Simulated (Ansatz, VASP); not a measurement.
## One calculation of Cu, two programs

The input INCAR:

```
SYSTEM = Cu
PREC     = Accurate       ! precision mode
ENCUT    = 520            ! plane-wave cutoff, eV
EDIFF    = 1E-6           ! SCF threshold, eV
ISMEAR   = 0              ! smearing method
SIGMA    = 0.15           ! smearing width, eV
LREAL    = .False.        ! projectors in reciprocal space
LASPH    = .True.         ! aspherical terms in the spheres
NELM     = 100            ! most SCF steps
ALGO     = Fast           ! electronic algorithm
ISIF     = 2              ! what is computed and relaxed
LWAVE    = .False.        ! write WAVECAR
LCHARG   = .False.        ! write CHGCAR
GGA      = PE             ! functional
NBANDS   = 12             ! bands
```

File KPOINTS:

```
regular mesh
0
Gamma
  24 24 24
  0 0 0
```

File POSCAR:

```
Cu
1.0
    0.0000000000      2.0635017283      1.4025621248
    2.0635017283      0.0000000000      1.4025621248
    2.0635017283      2.0635017283      0.0000000000
Cu
1
Direct
    0.0000000000      0.0000000000      0.0000000000
```

Input for Ansatz:

```yaml
crystal:
  lattice:
    - [0.0, 2.0635017283, 1.4025621248]
    - [2.0635017283, 0.0, 1.4025621248]
    - [2.0635017283, 2.0635017283, 0.0]
  atoms:
    - { symbol: Cu, position: [0.0, 0.0, 0.0] }
basis:
  ecutwfc: 520.0
kpoints:
  mp_grid: { grid: [24, 24, 24] }
hamiltonian:
  xc: pbe
  pseudopotentials: { kind: paw, azcp: { folder: soft_1 } }
scf:
  occupations: { method: gaussian, width: 0.15 }
output:
  forces: true
  stress: true
  eigenvalues: true
```

Alike in both runs: task single point; functional PBE; k mesh 24 × 24 × 24; occupations gaussian, width 0.15 eV; no spin polarisation.

|  | VASP | Ansatz |
| --- | --- | --- |
| version | VASP 6.6.1 | Ansatz 0.2.0 |
| potentials or method | VASP PAW PBE potentials, release 64 (Cu), cutoff 520 eV | scalar-relativistic, plane waves, PAW |
| valence electrons in the cell | 11 | 19 |

|  | VASP | Ansatz | Ansatz less VASP |
| --- | --- | --- | --- |
| gap on the k mesh at the Fermi level (eV) | none | none | - |
| pressure (GPa) | 1.5 | 0.6 | -0.92 |
| traceless stress, the component that is largest in VASP (GPa) | -0.13 | -0.13 | +0.008 |

A gap of «none» marks a metal or a gap that the smearing closes. VASP's potentials hold 11 valence electrons a cell and Ansatz's 19, so a difference there can come from the potentials and not from the codes.
